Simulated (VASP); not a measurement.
# InSe2: single point with PBE

InSe2:

```xyz
6
Lattice="3.8949 0.0000 0.0000 0.0000 3.8949 0.0000 0.0000 0.0000 9.6262" Properties=species:S:1:pos:R:3 pbc="T T T"
In    0.0000    1.9474    6.8006
In    1.9474    0.0000    2.8256
Se    0.0000    1.9474    3.5252
Se    1.9474    0.0000    6.1010
Se    0.0000    0.0000    0.0000
Se    1.9474    1.9474    0.0000
```

- Program: VASP 6.6.1
- Task: single point
- Functional: PBE
- Potentials or basis: VASP PAW PBE potentials, release 64 (In_d, Se)
- Cutoff: 520 eV
- k mesh: 10 × 10 × 4
- Occupations: gaussian, width 0.1 eV
- Spin: no spin polarisation
- Dipole correction: no
- Further INCAR settings: ALGO = Normal; EDIFF = 1e-06; NBANDS = 34

```
Pressure               : -0.1 GPa
Largest force          : 0.055 eV/Å
Band gap on the k mesh : zero (band 25 reaches 5.76 eV, above the bottom of band 26 at 3.65 eV)
```

Forces on the atoms (eV/Å):
```
In   0.000  0.000 -0.055
In   0.000  0.000  0.055
Se   0.000  0.000 -0.026
Se   0.000  0.000  0.026
Se   0.000  0.000  0.000
Se   0.000  0.000  0.000
```

Stress tensor (GPa, compression positive):
```
-0.36  0.00  0.00
 0.00 -0.36  0.00
 0.00  0.00  0.47
```

Levels at points of the mesh, in eV from the Fermi level:
```
           k point  band 22  band 23  band 24  band 25  band 26  band 27  band 28  band 29
(0.00, 0.00, 0.00)    -2.00    -1.70    -1.70     0.21     0.59     2.84     2.84     3.34
(0.50, 0.00, 0.00)    -1.85    -1.28    -1.28    -0.95    -0.95     1.72     1.72     3.11
(0.50, 0.50, 0.00)    -3.55    -1.51    -1.51    -1.04    -1.04     2.73     2.73     3.95
(0.00, 0.00, 0.50)    -1.63    -1.63    -1.16     0.21     0.64     2.08     2.84     2.84
(0.50, 0.00, 0.50)    -1.62    -0.96    -0.96    -0.96    -0.96     1.18     1.18     3.46
(0.50, 0.50, 0.50)    -3.40    -1.75    -1.75    -1.41    -1.41     3.54     3.54     4.46
```

Wall time 8.1 min on 1 thread of AMD EPYC 9R45, on a shared host, peak memory 0.38 GiB.

Caveat: spin-orbit coupling is left out, which moves the levels of the heavy elements.
